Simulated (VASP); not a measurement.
Input of a VASP 6.6.1 run:

INCAR

```
ALGO = Normal
EDIFF = 1E-8
ENCUT = 520
GGA = CA
IBRION = 8
ISIF = 2
ISMEAR = -1
LASPH = T
LCHARG = F
LREAL = F
LWAVE = F
NBANDS = 18
NELM = 80
NSW = 1
PREC = Accurate
SIGMA = 0.05
```

KPOINTS

```
k-points
0
Gamma
  5 5 5
```

POSCAR

```
BiS
1.0
    4.0029443400      0.0000000000      0.0000000000
    0.0000000000      4.0029443400      0.0000000000
    0.0000000000      0.0000000000      4.0029443400
Bi S
1 1
Direct
    0.5000000000      0.5000000000      0.5000000000
    0.0000000000      0.0000000000      0.0000000000
```

Potentials or basis: VASP PAW LDA potentials, release 64 (Bi_d, S).

Run with:

```bash
$ cat potpaw_LDA.64/Bi_d/POTCAR potpaw_LDA.64/S/POTCAR > POTCAR
$ mpirun -np 1 vasp_std > vasp.out
```

Question: Estimate the highest phonon frequency at Γ, LO-TO splitting left out.

Answer: 0 cm⁻¹.

Question: Predict the most unstable mode.

Answer: 148i cm⁻¹.

Phonon frequencies in cm⁻¹ (negative: imaginary):
```
              q point           frequencies
(0.000, 0.000, 0.000)  -148 -148 -148 0 0 0
```

Caveat: the cell stands under pressure or tension, which shifts response properties; some modes are imaginary.
